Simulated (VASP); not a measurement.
## Ti: single point with LDA

Crystal: Ti.

```
CELL_PARAMETERS angstrom
-1.58439 1.58439 1.58439
1.58439 -1.58439 1.58439
1.58439 1.58439 -1.58439
ATOMIC_POSITIONS crystal
Ti 0.00000 0.00000 0.00000
```

```json
{
 "Program": "VASP 6.6.1",
 "Task": "single point",
 "Functional": "LDA",
 "Potentials or basis": "VASP PAW LDA potentials, release 64 (Ti_sv)",
 "Cutoff": "520 eV",
 "k mesh": "16 × 16 × 16",
 "Occupations": "fermi-dirac, width 0.1 eV",
 "Spin": "no spin polarisation",
 "Dipole correction": "no",
 "Further INCAR settings": "ALGO = Normal; EDIFF = 1e-07; NBANDS = 12"
}
```

| Quantity | Value |
| --- | --- |
| Pressure | -0.2 GPa |
| Band gap on the k mesh | zero (band 6 reaches 9.81 eV, above the bottom of band 7 at 8.08 eV) |

Levels at points of the mesh, in eV from the Fermi level:
| k point | band 2 | band 3 | band 4 | band 5 | band 6 | band 7 | band 8 | band 9 | band 10 | band 11 |
| --- | --- | --- | --- | --- | --- | --- | --- | --- | --- | --- |
| (0.00, 0.00, 0.00) | -31.77 | -31.77 | -31.77 | -6.04 | 1.03 | 1.03 | 1.03 | 3.00 | 3.00 | 18.12 |
| (0.50, 0.00, 0.00) | -32.69 | -32.06 | -31.78 | -2.67 | -0.53 | 1.55 | 3.01 | 3.40 | 4.76 | 9.80 |
| (0.50, 0.50, 0.50) | -32.40 | -32.40 | -32.40 | -2.41 | -2.41 | 4.36 | 4.36 | 4.36 | 9.15 | 9.15 |

Run time: 8.6 s on 1 thread of Intel(R) Xeon(R) 6975P-C (Granite Rapids), on a shared host, peak memory 0.13 GiB.
